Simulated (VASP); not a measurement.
# CuO (P6_3mc) in VASP: settings compared

CuO is run at these levels: r2SCAN, r2SCAN+U, PBE+U; tasks: relaxation of cell and atoms, single point.

Program: VASP 6.6.1. These are calculated values, not measurements. Logs are shortened: lines on timing, memory, paths and dates and some standing lists are left out, and cuts for length are marked.

### 1 The cell of the first run

It takes space group P6_3mc (No. 186, hexagonal). The conventional cell has a = 3.288 Å, b = 3.288 Å, c = 5.385 Å, α = 90.00°, β = 90.00°, γ = 120.00°. Within 2.7 Å of Cu (site symmetry 3m) lie 4 O at 2.01 to 2.02 Å. O (site symmetry 3m) has 4 Cu at 2.01 to 2.02 Å within 2.7 Å.

### 2 Relaxation of cell and atoms, r2SCAN

The input, POSCAR:

```
CuO
1.0
    3.2880244300      0.0000000000      0.0000000000
   -1.6440122100      2.8475126800      0.0000000000
    0.0000000000      0.0000000000      5.3850248600
Cu O
2 2
Direct
    0.6666666667      0.3333333333      0.0000000000
    0.3333333333      0.6666666667      0.5000000000
    0.6666666667      0.3333333333      0.6252000000
    0.3333333333      0.6666666667      0.1252000000
```

The input, INCAR.step1:

```
PREC = Accurate ; ENCUT = 600
ISMEAR = -1 ; SIGMA = 0.05
LREAL = F ; LASPH = T
NELM = 100 ; GGA = PE
ALGO = Normal ; EDIFF = 1E-4
LWAVE = T ; LCHARG = F
```

The input, INCAR.step2:

```
PREC = Accurate ; ENCUT = 600
EDIFF = 1E-6 ; ISMEAR = -1
SIGMA = 0.05 ; LREAL = F
LASPH = T ; NELM = 100
ALGO = Normal ; ISIF = 3
LWAVE = F ; LCHARG = F
METAGGA = R2SCAN ; LMIXTAU = T
IBRION = 2 ; NSW = 60
EDIFFG = -0.01 ; ISTART = 1
```

The input, KPOINTS:

```
regular mesh
0
Gamma
  9 9 5
```

Potentials or basis: VASP PAW PBE potentials, release 64 (Cu, O).

The run is started by

```sh
$ cat potpaw_PBE.64/Cu/POTCAR potpaw_PBE.64/O/POTCAR > POTCAR
$ cp INCAR.step1 INCAR
$ mpirun -np 1 vasp_std > vasp.out
$ cp INCAR.step2 INCAR
$ mpirun -np 1 vasp_std > vasp.out
```

OUTCAR:

```text
PREC = Accurate
   ENCUT = 600
   EDIFF = 1E-6
   ISMEAR = -1
   LREAL = F
   LASPH = T
   NELM = 100
   ISIF = 3
   METAGGA = R2SCAN
   IBRION = 2
   NSW = 60
   EDIFFG = -0.01
   ISTART = 1

 ion  position               nearest neighbor table
   1  0.667  0.333  0.000-   4 2.01   4 2.01   4 2.01   3 2.02
   2  0.333  0.667  0.500-   3 2.01   3 2.01   3 2.01   4 2.02
   3  0.667  0.333  0.625-   2 2.01   2 2.01   2 2.01   1 2.02
   4  0.333  0.667  0.125-   1 2.01   1 2.01   1 2.01   2 2.02

  LATTYP: Found a hexagonal cell.
 ALAT       =     3.2880244300
 C/A-ratio  =     1.6377691148

  Lattice vectors:

 A1 = (   3.2880244300,   0.0000000000,   0.0000000000)
 A2 = (  -1.6440122100,   2.8475126800,   0.0000000000)
 A3 = (   0.0000000000,   0.0000000000,   5.3850248600)

Analysis of symmetry for initial positions (statically):
=====================================================================
 Subroutine PRICEL returns:
 Original cell was already a primitive cell.

 Routine SETGRP: Setting up the symmetry group for a
 hexagonal supercell.

 Subroutine GETGRP returns: Found 12 space group operations
 (whereof  6 operations were pure point group operations)
 out of a pool of 24 trial point group operations.

The static configuration has the point symmetry C_3v.
 The point group associated with its full space group is C_6v.

Analysis of symmetry for dynamics (positions and initial velocities):
=====================================================================
 Subroutine PRICEL returns:
 Original cell was already a primitive cell.

 Routine SETGRP: Setting up the symmetry group for a
 hexagonal supercell.

 Subroutine GETGRP returns: Found 12 space group operations
 (whereof  6 operations were pure point group operations)
 out of a pool of 24 trial point group operations.

The dynamic configuration has the point symmetry C_3v.
 The point group associated with its full space group is C_6v.

 Subroutine INISYM returns: Found 12 space group operations
 (whereof  6 operations are pure point group operations),
 and found     1 'primitive' translations

----------------------------------------------------------------------------------------

                                     Primitive cell

  volume of cell :      50.4183

  direct lattice vectors                    reciprocal lattice vectors
     3.288024430  0.000000000  0.000000000     0.304133993  0.175591843  0.000000000
    -1.644012210  2.847512680  0.000000000     0.000000000  0.351183686  0.000000000
     0.000000000  0.000000000  5.385024860     0.000000000  0.000000000  0.185700164

  length of vectors
     3.288024430  3.288024423  5.385024860     0.351183686  0.351183686  0.185700164

  position of ions in fractional coordinates (direct lattice)
     0.666666667  0.333333333  0.000000000
     0.333333333  0.666666667  0.500000000
     0.666666667  0.333333333  0.625200000
     0.333333333  0.666666667  0.125200000

  ion indices of the primitive-cell ions
   primitive index   ion index
                 1           1
                 2           2
                 3           3
                 4           4

----------------------------------------------------------------------------------------

 KPOINTS: regular mesh

Automatic generation of k-mesh.
 Grid dimensions read from file:
 generate k-points for:    9    9    5

 Generating k-lattice:

  Cartesian coordinates                     Fractional coordinates (reciprocal lattice)
     0.033792666  0.019510205  0.000000000     0.111111111 -0.000000000  0.000000000
     0.000000000  0.039020410  0.000000000     0.000000000  0.111111111  0.000000000
     0.000000000  0.000000000  0.037140033     0.000000000  0.000000000  0.200000000

  Length of vectors
     0.039020410  0.039020410  0.037140033

  Shift w.r.t. Gamma in fractional coordinates (k-lattice)
     0.000000000  0.000000000  0.000000000

 Subroutine IBZKPT returns following result:
 ===========================================

 Found     36 irreducible k-points:

 Following reciprocal coordinates:
            Coordinates               Weight
  0.000000  0.000000  0.000000      1.000000
  0.111111  0.000000  0.000000      6.000000
  0.222222  0.000000  0.000000      6.000000
  0.333333  0.000000  0.000000      6.000000
  0.444444  0.000000  0.000000      6.000000
  0.111111  0.111111  0.000000      6.000000
[... 16 lines left out ...]
  0.333333  0.222222  0.200000     24.000000
  0.333333  0.333333  0.200000      4.000000
 [... further k-points ...]
   k-points           NKPTS =     36   k-points in BZ     NKDIM =     36   number of bands    NBANDS=     21
   number of dos      NEDOS =    301   number of ions     NIONS =      4
   total plane-waves  NPLWV =  37632
   dimension x,y,z NGX =    28 NGY =   28 NGZ =   48
   dimension x,y,z NGXF=    56 NGYF=   56 NGZF=   96
   ions per type =               2   2
   NGX,Y,Z   is equivalent  to a cutoff of  14.16, 14.16, 14.82 a.u.
   NGXF,Y,Z  is equivalent  to a cutoff of  28.31, 28.31, 29.64 a.u.
 SYSTEM =  unknown system
   PREC   = accura    normal or accurate (medium, high low for compatibility)
   ISTART =      1    job   : 0-new  1-cont  2-samecut
   ICHARG =      0    charge: 1-file 2-atom 10-const
   ISPIN  =      1    spin polarized calculation?
   LNONCOLLINEAR =      F non collinear calculations
   LSORBIT =      F    spin-orbit coupling
   LASPH  =      T    aspherical Exc in radial PAW
   ENCUT  =  600.0 eV  44.10 Ry    6.64 a.u.   6.57  6.57 10.76*2*pi/ulx,y,z
   NELM   =    100;   NELMIN=  2; NELMDL=  0     # of ELM steps
   EDIFF  = 0.1E-05   stopping-criterion for ELM
   LREAL  =      F    real-space projection
   EDIFFG = -.1E-01   stopping-criterion for IOM
   NSW    =     60    number of steps for IOM
   IBRION =      2    ionic relax: 0-MD 1-quasi-New 2-CG
   NFREE  =      1    steps in history (QN), initial steepest desc. (CG)
   ISIF   =      3    stress and relaxation
   ISYM   =      2    0-nonsym 1-usesym 2-fastsym
   POTIM  = 0.5000    time-step for ionic-motion
   TEBEG  =    0.0;   TEEND  =   0.0 temperature during run
   PSTRESS=    0.0 pullay stress
   NELECT =      34.0000    total number of electrons
   NUPDOWN=      -1.0000    fix difference up-down
   EMIN   =  10.00;   EMAX   =-10.00  energy-range for DOS
   EFERMI =   0.00;   METHOD = LEGACY
   ISMEAR =    -1;   SIGMA  =   0.05  broadening in eV -4-tet -1-fermi 0-gaus
   EFERMI_NEDOS =   21; number of points for ismear=-14 and -15
   IALGO  =     38    algorithm
   IMIX   =      4    mixing-type and parameters
     AMIX     =   0.40;   BMIX     =  1.00
     AMIX_MAG =   1.60;   BMIX_MAG =  1.00
  volume/ion in A,a.u.               =      12.60        85.06
  Fermi-wavevector in a.u.,A,eV,Ry     =   1.435616  2.712921 28.041522  2.060994
  Thomas-Fermi vector in A             =   2.554895
   LORBIT       =      0    0 simple, 1 ext, 2 COOP (PROOUT), +10 PAW based schemes
   METAGGA = R2SCAN    functional components
   LHFCALC =     F    Hartree Fock is set to
   AEXX    =    0.0000 exact exchange contribution
   IVDW    =     0    specifies the selected vdW correction
   LEPSILON=     F    determine dielectric tensor
   LRPA    =     F    only Hartree local field effects (RPA)
 conjugate gradient relaxation of ions
 non-spin polarized calculation
  energy-cutoff  :      600.00
  volume of cell :       50.42
 maximum number of plane-waves:      1713
 NGX is ok and might be reduce to    28
   NGX = 13   NGY = 13   NGZ = 21

--------------------------------------- Ionic step        1  -------------------------------------------

 number of electron      33.9999990 magnetization

 Free energy of the ion-electron system (eV)
  ---------------------------------------------------
  ext. energy  EPLUGINS =         0.00000000
  ---------------------------------------------------
  free energy    TOTEN  =       -35.46919361 eV

  energy without entropy =      -35.42014937  energy(sigma->0) =      -35.44467149

 E-fermi :   2.7855     XC(G=0): -11.2214

 val. band max:        2.7782209051   @ k =   0.3333   0.1111   0.2000
 cond. band min:       2.7967472496   @ k =   0.1111   0.1111   0.0000
 fundamental gap:      0.0185263445
 Fermi energy:         2.7855243494

 k-point     1 :       0.0000    0.0000    0.0000
  band No.  band energies     occupation
      1     -16.5576      2.00000
      2     -16.0415      2.00000
      3      -2.7014      2.00000
      4      -1.6716      2.00000
      5      -1.6716      2.00000
      6      -1.6618      2.00000
[... 550 lines left out ...]
      5      -1.9486      2.00000
      6      -1.9167      2.00000
[... 13 lines left out ...]
     20      11.2664      0.00000
     21      11.2823      0.00000

 [... further k-points ...]
[... 5 lines left out ...]
  --------------------------------------------------------------------------------------
  -------------------------------------------------------------------------------------
  Total       -4.5964536     -4.5964535     -4.1722998     -0.0000000      0.0000000      0.0000000
  in kB     -146.0646238   -146.0646233   -132.5860015     -0.0000003      0.0000000      0.0000000
  external PRESSURE =    -141.5717495 kB  Pullay stress =       0.0000000 kB
[... 95 lines left out ...]
  FREE ENERGIE OF THE ION-ELECTRON SYSTEM (eV)
  ---------------------------------------------------
  free  energy   TOTEN  =       -35.7487062683 eV

  energy  without entropy=      -35.7053519957  energy(sigma->0) =      -35.72702913

[... ionic steps 4 to 7 ...]

--------------------------------------- Ionic step        8  -------------------------------------------

 number of electron      34.0000005 magnetization

------------------------ aborting loop because EDIFF is reached ----------------------------------------

  FORCE on cell =-STRESS in cart. coord.  units (eV):
  Direction    XX          YY          ZZ          XY          YZ          ZX
  --------------------------------------------------------------------------------------
  -------------------------------------------------------------------------------------
  Total        0.1045158      0.1045158     -0.1679613      0.0000000      0.0000000      0.0000000
  in kB        3.7698355      3.7698355     -6.0582816      0.0000000      0.0000000      0.0000000
  external PRESSURE =       0.4937965 kB  Pullay stress =       0.0000000 kB
[... 61 lines left out ...]
  energy  without entropy=      -35.7383816027  energy(sigma->0) =      -35.75532114

--------------------------------------- Ionic step       10  -------------------------------------------

 number of electron      34.0000004 magnetization

 Free energy of the ion-electron system (eV)
  ---------------------------------------------------
  ext. energy  EPLUGINS =         0.00000000
  ---------------------------------------------------
  free energy    TOTEN  =       -35.77394971 eV

  energy without entropy =      -35.73905737  energy(sigma->0) =      -35.75650354

 E-fermi :   4.2037     XC(G=0): -11.9739

 val. band max:        4.2028822658   @ k =   0.2222   0.1111   0.4000
 cond. band min:       4.2537890860   @ k =   0.1111   0.1111   0.0000
 fundamental gap:      0.0509068201
 Fermi energy:         4.2037207579

 k-point     1 :       0.0000    0.0000    0.0000
  band No.  band energies     occupation
      1     -16.0770      2.00000
      2     -15.4487      2.00000
      3      -2.4388      2.00000
      4      -1.3575      2.00000
      5      -0.8952      2.00000
      6      -0.8952      2.00000
[... 550 lines left out ...]
      5      -1.4236      2.00000
      6      -1.3508      2.00000
[... 13 lines left out ...]
     20      13.0714      0.00000
     21      13.5472      0.00000

 [... further k-points ...]
[... 5 lines left out ...]
  --------------------------------------------------------------------------------------
  -------------------------------------------------------------------------------------
  Total        0.0198335      0.0198335      0.0206138      0.0000000      0.0000000      0.0000000
  in kB        0.7151637      0.7151637      0.7433023      0.0000000      0.0000000      0.0000000
  external PRESSURE =       0.7245433 kB  Pullay stress =       0.0000000 kB
[... 19 lines left out ...]
  FREE ENERGIE OF THE ION-ELECTRON SYSTEM (eV)
  ---------------------------------------------------
  free  energy   TOTEN  =       -35.7739497069 eV

  energy  without entropy=      -35.7390573663  energy(sigma->0) =      -35.75650354

 reached required accuracy - stopping structural energy minimisation
```

It took 11 min on 1 thread of Intel Xeon 6975P-C (Granite Rapids), shared host; peak memory 0.23 GiB.

What came out:

* Free energy: -35.7739 eV
* Relaxed volume: 11.11 Å³/atom
* Relaxed cell: a = 3.098 Å, b = 3.098 Å, c = 5.347 Å, α = 90.00°, β = 90.00°, γ = 120.00°
* Space group after relaxing (to 0.1 Å): P6_3mc (No. 186)
* Energy gained by relaxing: 76.2 meV/atom
* Ionic steps: 10
* Pressure after relaxing: 0.1 GPa
* Band gap on the k mesh: zero (bands 17 and 18 overlap by 1.43 eV)

Step by step:
```csv
step,energy change (eV),largest force (eV/Å),pressure (GPa),volume (Å³)
1,0.0000,0.0607,-14.16,50.42
2,-0.2296,0.1666,8.23,42.72
3,-0.2795,0.1275,0.05,44.77
4,-0.2794,0.1293,0.40,44.66
5,-0.2850,0.1287,0.43,44.63
6,-0.2978,0.1228,0.36,44.54
7,-0.3005,0.0095,0.00,44.31
8,-0.3042,0.0638,0.05,44.42
9,-0.3031,0.1153,0.01,44.46
10,-0.3048,0.0013,0.07,44.43
```

Final structure:
```
CELL_PARAMETERS angstrom
3.09764 0.00000 0.00000
-1.54882 2.68264 0.00000
0.00000 0.00000 5.34701
ATOMIC_POSITIONS crystal
Cu 0.66667 0.33333 0.99067
Cu 0.33333 0.66667 0.49067
O 0.66667 0.33333 0.63453
O 0.33333 0.66667 0.13453
```

Levels at points of the mesh, in eV from the Fermi level:
```csv
k point,band 14,band 15,band 16,band 17,band 18,band 19,band 20,band 21
"(0.00, 0.00, 0.00)",-0.18,-0.18,0.71,0.83,0.83,1.53,6.91,8.33
```

Caveat: the PAW data sets were made with another functional, which shifts forces and pressure a little; semilocal functionals often make such compounds metallic where correlation or magnetic order opens a gap, which also shifts bond lengths. With open d or f shells a metallic result of r2SCAN can be an artefact of self-interaction; +U or a hybrid may open a gap.

[end of part 1 of 2]
